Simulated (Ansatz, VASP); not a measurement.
One calculation of Lu, two programs

File INCAR:

```
SYSTEM = Lu
ALGO = Normal
EDIFF = 1E-7
EDIFFG = -0.005
ENCUT = 600
GGA = PS
IBRION = 2
ISIF = 3
ISMEAR = -1
LASPH = .True.
LCHARG = .False.
LREAL = .False.
LWAVE = .False.
NELM = 100
NSW = 100
PREC = Accurate
SIGMA = 0.05
```

File KPOINTS:

```
k-points
0
Gamma
  11 11 6
  0 0 0
```

POSCAR

```
Lu
1.0
    3.5491987075      0.0000000000      0.0000000000
   -1.7745993538      3.0736962438      0.0000000000
    0.0000000000      0.0000000000      5.6239465347
Lu
2
Direct
    0.3333333333      0.6666666667      0.2500000000
    0.6666666667      0.3333333333      0.7500000000
```

Input for Ansatz:

```yaml
crystal:
  lattice:
    - [3.5491987075, 0.0, 0.0]
    - [-1.7745993538, 3.0736962438, 0.0]
    - [0.0, 0.0, 5.6239465347]
  atoms:
    - { symbol: Lu, position: [0.3333333333, 0.6666666667, 0.25] }
    - { symbol: Lu, position: [0.6666666667, 0.3333333333, 0.75] }
kpoints:
  mp_grid: { grid: [11, 11, 6] }
scf:
  occupations: { method: fermi_dirac, width: 0.05 }
hamiltonian:
  xc: pbesol
  pseudopotentials: { kind: paw }
output:
  forces: true
  stress: true
  efg: { contact_densities: true }
relax:
  f_tol: 0.005
  max_steps: 80
  cell: {}
```

Alike in both runs: task relaxation of cell and atoms; functional PBEsol; k mesh 11 × 11 × 6; occupations fermi-dirac, width 0.05 eV; no spin polarisation.

|  | VASP | Ansatz |
| --- | --- | --- |
| version | VASP 6.6.1 | Ansatz 0.2.0 |
| potentials or method | VASP PAW PBE potentials, release 64 (Lu) | PAW with Ansatz's default frozen-core files, scalar-relativistic |
| plane-wave cutoff (eV) | 600 | 420 |
| valence electrons in the cell | 50 | 50 |

Ansatz gave:

```
relaxed volume (Å³/atom)                                        : 27.46
relaxed length of the cell vector where the two differ most in proportion (Å) : 3.442
```

**Question.** What did VASP give for the same quantities?

**Answer.** Relaxed volume (Å³/atom): 27.57; relaxed length of the cell vector where the two differ most in proportion (Å): 3.447.

VASP's potentials were made for PBE, not for PBEsol.

Spin-orbit coupling is off throughout.
